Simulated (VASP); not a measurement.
# P (P4/mmm) in VASP: settings compared, part 2 of 3

VASP 6.6.1.

## 3. Electric field gradients, r2SCAN

Input file POSCAR:

```
P
1.0
    4.2729048574      0.0000000000      0.0000000000
    0.0000000000      4.2729048574      0.0000000000
    0.0000000000      0.0000000000      4.3780000000
P
1
Direct
    0.0000000000      0.0000000000      0.0000000000
```

Input file INCAR.step1:

```
SYSTEM = P
ALGO = Normal
EDIFF = 1E-5
ENCUT = 440
GGA = PE
GGA_COMPAT = .False.
ISMEAR = -1
LASPH = .True.
LCHARG = .False.
LREAL = .False.
LWAVE = .True.
NBANDS = 8
NELM = 120
PREC = Accurate
SIGMA = 0.08
```

Input file INCAR.step2:

```
SYSTEM = P
ALGO = Normal
EDIFF = 1E-8
ENCUT = 440
GGA_COMPAT = .False.
ISIF = 2
ISMEAR = -1
ISTART = 1
LASPH = .True.
LCHARG = .False.
LEFG = .True.
LMIXTAU = .True.
LREAL = .False.
LWAVE = .False.
METAGGA = R2SCAN
NBANDS = 8
NELM = 120
PREC = Accurate
SIGMA = 0.08
```

Input file KPOINTS:

```
k-points
0
Gamma
  10 10 9
  0 0 0
```

Potentials or basis: VASP PAW PBE potentials, release 64 (P).

The run is started by

```
cat potpaw_PBE.64/P/POTCAR > POTCAR
cp INCAR.step1 INCAR
mpirun -np 1 vasp_std > vasp.out
cp INCAR.step2 INCAR
mpirun -np 1 vasp_std > vasp.out
```

OUTCAR:

```text
SYSTEM = P
   EDIFF = 1E-8
   ENCUT = 440
   ISIF = 2
   ISMEAR = -1
   ISTART = 1
   LASPH = .True.
   LREAL = .False.
   METAGGA = R2SCAN
   NELM = 120
   PREC = Accurate

 ion  position               nearest neighbor table
   1  0.000  0.000  0.000-

  LATTYP: Found a simple tetragonal cell.
 ALAT       =     4.2729048574
 C/A-ratio  =     1.0245957132

  Lattice vectors:

 A1 = (   4.2729048574,   0.0000000000,   0.0000000000)
 A2 = (   0.0000000000,   4.2729048574,   0.0000000000)
 A3 = (   0.0000000000,   0.0000000000,   4.3780000000)

Analysis of symmetry for initial positions (statically):
=====================================================================
 Subroutine PRICEL returns:
 Original cell was already a primitive cell.

 Routine SETGRP: Setting up the symmetry group for a
 simple tetragonal supercell.

 Subroutine GETGRP returns: Found 16 space group operations
 (whereof 16 operations were pure point group operations)
 out of a pool of 16 trial point group operations.

The static configuration has the point symmetry D_4h.

Analysis of symmetry for dynamics (positions and initial velocities):
=====================================================================
 Subroutine PRICEL returns:
 Original cell was already a primitive cell.

 Routine SETGRP: Setting up the symmetry group for a
 simple tetragonal supercell.

 Subroutine GETGRP returns: Found 16 space group operations
 (whereof 16 operations were pure point group operations)
 out of a pool of 16 trial point group operations.

[... 155 lines left out ...]
      1     -12.4176      2.00000
      2      -2.7663      0.00663
      3      -2.6502      0.00156
      4      -2.6502      0.00156
      5       1.8081      0.00000
      6       4.8236      0.00000
      7       4.9090      0.00000
      8       9.5795      0.00000
[... 243 lines left out ...]
 k-point    24 :       0.2000    0.0000    0.1111
  band No.  band energies     occupation
      1     -12.3392      2.00000
      2      -3.2173      0.96576
      3      -2.8854      0.02903
      4      -2.5849      0.00069
      5       2.5697      0.00000
      6       5.1873      0.00000
      7       5.5115      0.00000
      8       7.5060      0.00000

 [... further k-points ...]

------------------------ aborting loop because EDIFF is reached ----------------------------------------

  FORCE on cell =-STRESS in cart. coord.  units (eV):
  Direction    XX          YY          ZZ          XY          YZ          ZX
  --------------------------------------------------------------------------------------
  -------------------------------------------------------------------------------------
  Total       -2.0296219     -2.0296219     -1.7974976      0.0000000      0.0000000      0.0000000
  in kB      -40.6821153    -40.6821153    -36.0293725      0.0000000      0.0000000      0.0000000
  external PRESSURE =     -39.1312010 kB  Pullay stress =       0.0000000 kB

 VOLUME and BASIS-vectors are now :
 -----------------------------------------------------------------------------
  energy-cutoff  :      440.00
  volume of cell :       79.93
      direct lattice vectors                 reciprocal lattice vectors
     4.272904857  0.000000000  0.000000000     0.234032826  0.000000000  0.000000000
     0.000000000  4.272904857  0.000000000     0.000000000  0.234032826  0.000000000
     0.000000000  0.000000000  4.378000000     0.000000000  0.000000000  0.228414801

 POSITION                                       TOTAL-FORCE (eV/Angst)
 -----------------------------------------------------------------------------------
      0.00000      0.00000      0.00000         0.000000      0.000000      0.000000
 -----------------------------------------------------------------------------------
    total drift:                                0.000000      0.000000     -0.000000

  FREE ENERGIE OF THE ION-ELECTRON SYSTEM (eV)
  ---------------------------------------------------
  free  energy   TOTEN  =        -4.3435003911 eV

  energy  without entropy=       -4.2740958656  energy(sigma->0) =       -4.30879813

 Electric field gradients (V/A^2)
---------------------------------------------------------------------
 ion       V_xx      V_yy      V_zz      V_xy      V_xz      V_yz
---------------------------------------------------------------------
   1       0.569     0.569    -1.138     0.000    -0.000    -0.000
---------------------------------------------------------------------

 Electric field gradients after diagonalization (V/A^2)
 (convention: |V_zz| > |V_xx| > |V_yy|)
----------------------------------------------------------------------
 ion       V_xx      V_yy      V_zz     asymmetry (V_yy - V_xx)/ V_zz
----------------------------------------------------------------------
   1       0.569     0.569    -1.138       0.000
----------------------------------------------------------------------

           NMR quadrupolar parameters

 Cq : quadrupolar parameter    Cq=e*Q*V_zz/h
 eta: asymmetry parameters     (V_yy - V_xx)/ V_zz
 Q  : nuclear electric quadrupole moment in mb (millibarn)
----------------------------------------------------------------------
 ion       Cq(MHz)       eta       Q (mb)
----------------------------------------------------------------------
   1      -0.003       0.000       1.000
----------------------------------------------------------------------
```

Wall time 4.9 min (1 thread of Intel Xeon 8259CL, shared host); peak memory 0.19 GiB.

What came out:

| Item | Value |
| --- | --- |
| Free energy | -4.3435 eV |
| Pressure | -3.9 GPa |
| Band gap on the k mesh | zero (an odd number of electrons rules out a gap without spin polarisation) |
| Largest electric field gradient by atom | P -1.1 V/Å² |

Electric field gradients, principal values (V/Å²):
```csv
atom,least,middle,greatest (by size)
1 P,0.569,0.569,-1.138
```

Caveat: the cell stands under tension; without QUAD_EFG the Cq values of the log hold for a quadrupole moment of 1 mb, not for the nuclei; the PAW data sets were made with another functional, which shifts forces and pressure a little.

## 4. Electric field gradients, LDA

Input file INCAR:

```
PREC = Accurate
ENCUT = 400
EDIFF = 1E-8
ISMEAR = 0
SIGMA = 0.01
LREAL = F
LASPH = T
NELM = 120
ALGO = Normal
ISIF = 2
LWAVE = F
LCHARG = F
GGA = CA
LEFG = T
ISYM = 0
NBANDS = 8
GGA_COMPAT = F
```

Input file KPOINTS:

```
Automatic mesh
0
Gamma
  10 10 9
```

POSCAR is that of step 3.

Potentials or basis: VASP PAW LDA potentials, release 64 (P).

The run is started by

```
cat potpaw_LDA.64/P/POTCAR > POTCAR
mpirun -np 1 vasp_std > vasp.out
```

OUTCAR:

```text
PREC = Accurate
   ENCUT = 400
   EDIFF = 1E-8
   ISMEAR = 0
   LREAL = F
   LASPH = T
   NELM = 120
   ISIF = 2
   GGA = CA
   ISYM = 0

 ion  position               nearest neighbor table
   1  0.000  0.000  0.000-

IMPORTANT INFORMATION: All symmetrisations will be switched off!
NOSYMM: (Re-)initialisation of all symmetry stuff for point group C_1.

----------------------------------------------------------------------------------------

                                     Primitive cell

  volume of cell :      79.9323

  direct lattice vectors                    reciprocal lattice vectors
     4.272904857  0.000000000  0.000000000     0.234032826  0.000000000  0.000000000
     0.000000000  4.272904857  0.000000000     0.000000000  0.234032826  0.000000000
     0.000000000  0.000000000  4.378000000     0.000000000  0.000000000  0.228414801

  length of vectors
     4.272904857  4.272904857  4.378000000     0.234032826  0.234032826  0.228414801

  position of ions in fractional coordinates (direct lattice)
     0.000000000  0.000000000  0.000000000

  ion indices of the primitive-cell ions
   primitive index   ion index
                 1           1

----------------------------------------------------------------------------------------

 KPOINTS: Automatic mesh

Automatic generation of k-mesh.
 Grid dimensions read from file:
 generate k-points for:   10   10    9

 Generating k-lattice:

  Cartesian coordinates                     Fractional coordinates (reciprocal lattice)
     0.023403283  0.000000000  0.000000000     0.100000000  0.000000000  0.000000000
     0.000000000  0.023403283  0.000000000     0.000000000  0.100000000  0.000000000
     0.000000000  0.000000000  0.025379422     0.000000000  0.000000000  0.111111111
[... 120 lines left out ...]
      7       4.2424      0.00000
      8       8.8066      0.00000
[... 243 lines left out ...]
 k-point    24 :      -0.4000    0.1000    0.0000
  band No.  band energies     occupation
      1     -11.7522      2.00000
      2      -3.9319      2.00000
      3      -2.6717      0.00000
      4      -2.6158      0.00000
      5       2.9456      0.00000
      6       4.3137      0.00000
      7       4.9904      0.00000
      8       6.3873      0.00000

 [... further k-points ...]

------------------------ aborting loop because EDIFF is reached ----------------------------------------

  FORCE on cell =-STRESS in cart. coord.  units (eV):
  Direction    XX          YY          ZZ          XY          YZ          ZX
  --------------------------------------------------------------------------------------
  -------------------------------------------------------------------------------------
  Total       -2.1594457     -2.1594458     -1.9317983      0.0000002     -0.0000001     -0.0000002
  in kB      -43.2843266    -43.2843279    -38.7213208      0.0000037     -0.0000018     -0.0000033
  external PRESSURE =     -41.7633251 kB  Pullay stress =       0.0000000 kB

 VOLUME and BASIS-vectors are now :
 -----------------------------------------------------------------------------
  energy-cutoff  :      400.00
  volume of cell :       79.93
      direct lattice vectors                 reciprocal lattice vectors
     4.272904857  0.000000000  0.000000000     0.234032826  0.000000000  0.000000000
     0.000000000  4.272904857  0.000000000     0.000000000  0.234032826  0.000000000
     0.000000000  0.000000000  4.378000000     0.000000000  0.000000000  0.228414801

 POSITION                                       TOTAL-FORCE (eV/Angst)
 -----------------------------------------------------------------------------------
      0.00000      0.00000      0.00000         0.000000     -0.000000      0.000000
 -----------------------------------------------------------------------------------
    total drift:                                0.000000     -0.000000      0.000000

  FREE ENERGIE OF THE ION-ELECTRON SYSTEM (eV)
  ---------------------------------------------------
  free  energy   TOTEN  =        -1.2632114405 eV

  energy  without entropy=       -1.2629540915  energy(sigma->0) =       -1.26308277

 Electric field gradients (V/A^2)
---------------------------------------------------------------------
 ion       V_xx      V_yy      V_zz      V_xy      V_xz      V_yz
---------------------------------------------------------------------
   1      -1.361    -1.361     2.722     0.000    -0.000    -0.000
---------------------------------------------------------------------

 Electric field gradients after diagonalization (V/A^2)
 (convention: |V_zz| > |V_xx| > |V_yy|)
----------------------------------------------------------------------
 ion       V_xx      V_yy      V_zz     asymmetry (V_yy - V_xx)/ V_zz
----------------------------------------------------------------------
   1      -1.361    -1.361     2.722       0.000
----------------------------------------------------------------------

           NMR quadrupolar parameters

 Cq : quadrupolar parameter    Cq=e*Q*V_zz/h
 eta: asymmetry parameters     (V_yy - V_xx)/ V_zz
 Q  : nuclear electric quadrupole moment in mb (millibarn)
----------------------------------------------------------------------
 ion       Cq(MHz)       eta       Q (mb)
----------------------------------------------------------------------
   1       0.007       0.000       1.000
----------------------------------------------------------------------
```

OSZICAR:

```text
N       E                     dE             d eps       ncg     rms          rms(c)
DAV:   1     0.656733064738E+01    0.65673E+01   -0.10948E+03  7232   0.289E+02
DAV:   2    -0.936570545736E+00   -0.75039E+01   -0.74000E+01  9896   0.415E+01
DAV:   3    -0.129143999872E+01   -0.35487E+00   -0.34202E+00  9008   0.934E+00
DAV:   4    -0.129464812400E+01   -0.32081E-02   -0.32052E-02 12608   0.102E+00
DAV:   5    -0.129465361732E+01   -0.54933E-05   -0.54933E-05  9952   0.284E-02    0.658E-01
DAV:   6    -0.126882205853E+01    0.25832E-01   -0.44236E-02  9072   0.735E-01    0.316E-01
DAV:   7    -0.126274433666E+01    0.60777E-02   -0.32791E-02  9256   0.654E-01    0.160E-01
DAV:   8    -0.126318861739E+01   -0.44428E-03   -0.37727E-04 10336   0.993E-02    0.352E-02
DAV:   9    -0.126319268849E+01   -0.40711E-05   -0.75440E-06 11600   0.133E-02    0.102E-02
DAV:  10    -0.126321089706E+01   -0.18209E-04   -0.10745E-05  8280   0.127E-02    0.142E-03
DAV:  11    -0.126321142245E+01   -0.52539E-06   -0.72422E-07 10504   0.300E-03    0.143E-03
DAV:  12    -0.126321143997E+01   -0.17526E-07   -0.35616E-08 10368   0.818E-04    0.149E-04
DAV:  13    -0.126321144050E+01   -0.53058E-09   -0.45568E-09 10408   0.274E-04
   1 F= -.12632114E+01 E0= -.12630828E+01  d E =-.257349E-03
```

Run time: 3.5 min. Hardware: 1 thread of Intel Xeon 8259CL, shared host; peak memory 0.27 GiB.

Results:

| Property | Result |
| --- | --- |
| Free energy | -1.2632 eV |
| Pressure | -4.2 GPa |
| Band gap on the k mesh | zero (an odd number of electrons rules out a gap without spin polarisation) |
| Largest electric field gradient by atom | P +2.7 V/Å² |

Electric field gradients, principal values (V/Å²):
```
atom   least  middle  greatest (by size)
 1 P  -1.361  -1.361               2.722
```

Caveat: the cell stands under tension; without QUAD_EFG the Cq values of the log hold for a quadrupole moment of 1 mb, not for the nuclei.

## 5. Electric field gradients, PBE (z stretched by -4 % at fixed volume)

Input file INCAR:

```
SYSTEM = P
PREC = Accurate ; ENCUT = 520
EDIFF = 1E-8 ; ISMEAR = -1
SIGMA = 0.08 ; LREAL = .False.
LASPH = .True. ; NELM = 60
ALGO = Normal ; ISIF = 2
LWAVE = .False. ; LCHARG = .False.
GGA = PE ; LEFG = .True.
NBANDS = 8
```

Input file KPOINTS:

```
regular mesh
0
Gamma
  10 10 9
  0 0 0
```

Input file POSCAR:

```
P
1.0
    4.3610152585      0.0000000000      0.0000000000
    0.0000000000      4.3610152585      0.0000000000
    0.0000000000      0.0000000000      4.2028800000
P
1
Direct
    0.0000000000      0.0000000000      0.0000000000
```

Potentials or basis: VASP PAW PBE potentials, release 64 (P).

The run is started by

```
cat potpaw_PBE.64/P/POTCAR > POTCAR
mpirun -np 1 vasp_std > vasp.out
```

OUTCAR:

```text
SYSTEM = P
   PREC = Accurate
   ENCUT = 520
   EDIFF = 1E-8
   ISMEAR = -1
   LREAL = .False.
   LASPH = .True.
   NELM = 60
   ISIF = 2
   GGA = PE

 ion  position               nearest neighbor table
   1  0.000  0.000  0.000-

  LATTYP: Found a simple tetragonal cell.
 ALAT       =     4.3610152585
 C/A-ratio  =     0.9637388890

  Lattice vectors:

 A1 = (   4.3610152585,   0.0000000000,   0.0000000000)
 A2 = (   0.0000000000,   4.3610152585,   0.0000000000)
 A3 = (   0.0000000000,   0.0000000000,   4.2028800000)

Analysis of symmetry for initial positions (statically):
=====================================================================
 Subroutine PRICEL returns:
 Original cell was already a primitive cell.

[... 446 lines left out ...]
  in kB      -33.2175225    -33.2175225    -39.1355221      0.0000000     -0.0000000      0.0000000
  external PRESSURE =     -35.1901890 kB  Pullay stress =       0.0000000 kB

 VOLUME and BASIS-vectors are now :
 -----------------------------------------------------------------------------
  energy-cutoff  :      520.00
  volume of cell :       79.93
      direct lattice vectors                 reciprocal lattice vectors
     4.361015259  0.000000000  0.000000000     0.229304403  0.000000000  0.000000000
     0.000000000  4.361015259  0.000000000     0.000000000  0.229304403  0.000000000
     0.000000000  0.000000000  4.202880000     0.000000000  0.000000000  0.237932085

 POSITION                                       TOTAL-FORCE (eV/Angst)
 -----------------------------------------------------------------------------------
      0.00000      0.00000      0.00000         0.000000      0.000000      0.000000
 -----------------------------------------------------------------------------------
    total drift:                               -0.000000     -0.000000      0.000000

  FREE ENERGIE OF THE ION-ELECTRON SYSTEM (eV)
  ---------------------------------------------------
  free  energy   TOTEN  =        -1.1705342594 eV

  energy  without entropy=       -1.0946927223  energy(sigma->0) =       -1.13261349

 Electric field gradients (V/A^2)
---------------------------------------------------------------------
 ion       V_xx      V_yy      V_zz      V_xy      V_xz      V_yz
---------------------------------------------------------------------
   1      -1.431    -1.431     2.862    -0.000     0.000    -0.000
---------------------------------------------------------------------

 Electric field gradients after diagonalization (V/A^2)
 (convention: |V_zz| > |V_xx| > |V_yy|)
----------------------------------------------------------------------
 ion       V_xx      V_yy      V_zz     asymmetry (V_yy - V_xx)/ V_zz
----------------------------------------------------------------------
   1      -1.431    -1.431     2.862       0.000
----------------------------------------------------------------------

           NMR quadrupolar parameters

 Cq : quadrupolar parameter    Cq=e*Q*V_zz/h
 eta: asymmetry parameters     (V_yy - V_xx)/ V_zz
 Q  : nuclear electric quadrupole moment in mb (millibarn)
----------------------------------------------------------------------
 ion       Cq(MHz)       eta       Q (mb)
----------------------------------------------------------------------
   1       0.007       0.000       1.000
----------------------------------------------------------------------
```

OSZICAR:

```text
N       E                     dE             d eps       ncg     rms          rms(c)
DAV:   1     0.831516740024E+01    0.83152E+01   -0.13029E+03  1680   0.360E+02
DAV:   2    -0.672953058705E+00   -0.89881E+01   -0.88485E+01  2280   0.456E+01
DAV:   3    -0.118128082287E+01   -0.50833E+00   -0.48210E+00  2152   0.111E+01
DAV:   4    -0.118537992631E+01   -0.40991E-02   -0.40952E-02  2864   0.116E+00
DAV:   5    -0.118539149502E+01   -0.11569E-04   -0.11569E-04  2280   0.389E-02    0.524E-01
DAV:   6    -0.117236388652E+01    0.13028E-01   -0.23630E-02  2512   0.573E-01    0.266E-01
DAV:   7    -0.116989591769E+01    0.24680E-02   -0.21666E-02  2120   0.575E-01    0.133E-01
DAV:   8    -0.117051367894E+01   -0.61776E-03   -0.76996E-04  2432   0.151E-01    0.139E-02
DAV:   9    -0.117052337677E+01   -0.96978E-05   -0.35815E-06  2632   0.140E-02    0.644E-03
DAV:  10    -0.117053362197E+01   -0.10245E-04   -0.10905E-05  1928   0.211E-02    0.714E-04
DAV:  11    -0.117053419138E+01   -0.56942E-06   -0.70527E-07  2216   0.529E-03    0.646E-04
DAV:  12    -0.117053425252E+01   -0.61141E-07   -0.43079E-08  2600   0.107E-03    0.102E-04
DAV:  13    -0.117053425938E+01   -0.68578E-08   -0.10136E-08  2160   0.630E-04
   1 F= -.11705343E+01 E0= -.11326135E+01  d E =-.758415E-01
```

stdout:

```text
POSCAR found type information on POSCAR P
 POSCAR found :  1 types and       1 ions
 scaLAPACK will be used
 LDA part: xc-table for (Slater+PW92), standard interpolation
 POSCAR, INCAR and KPOINTS ok, starting setup
 FFT: planning ... GRIDC
 FFT: planning ... GRID_SOFT
 FFT: planning ... GRID
 WAVECAR not read
 entering main loop
ion   1
```

Wall time 27 s (1 thread of Intel Xeon Platinum 8375C at 2.90GHz (Ice Lake), shared host); peak memory 0.2 GiB.

Results:

```
Free energy                             : -1.1705 eV
Pressure                                : -3.5 GPa
Band gap on the k mesh                  : zero (an odd number of electrons rules out a gap without spin polarisation)
Largest electric field gradient by atom : P +2.9 V/Å²
```

Electric field gradients, principal values (V/Å²):
| atom | least | middle | greatest (by size) |
| --- | --- | --- | --- |
| 1 P | -1.431 | -1.431 | 2.862 |

Caveat: the cell stands under tension; without QUAD_EFG the Cq values of the log hold for a quadrupole moment of 1 mb, not for the nuclei.

(Part 2 of 3 ends here.)
